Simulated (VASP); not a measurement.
Here is a VASP 6.6.1 calculation.

INCAR

```
PREC = Accurate ; ENCUT = 520
EDIFF = 1E-7 ; ISMEAR = 0
SIGMA = 0.05 ; LREAL = False
LASPH = True ; NELM = 60
ALGO = Normal ; ISIF = 2
LWAVE = False ; LCHARG = False
GGA = PE ; IVDW = 12
NBANDS = 16
```

File KPOINTS:

```
Automatic mesh
0
Gamma
  8 8 8
```

File POSCAR:

```
ZnSe
1.0
    0.0000000000      2.7892724420      2.7892724420
    2.7892724420      0.0000000000      2.7892724420
    2.7892724420      2.7892724420      0.0000000000
Zn Se
1 1
Direct
    0.0000000000      0.0000000000      0.0000000000
    0.7500000000      0.7500000000      0.7500000000
```

Potentials or basis: VASP PAW PBE potentials, release 64 (Zn, Se).

Run with:

```sh
$ cat potpaw_PBE.64/Zn/POTCAR potpaw_PBE.64/Se/POTCAR > POTCAR
$ mpirun -np 1 vasp_std > vasp.out
```

Question: Estimate the band gap on the k mesh.

Answer: 1.49 eV, direct.

Question: Estimate the pressure.

Answer: 3.1 GPa.

Question: Estimate the dispersion energy per atom.

Answer: -0.340 eV.
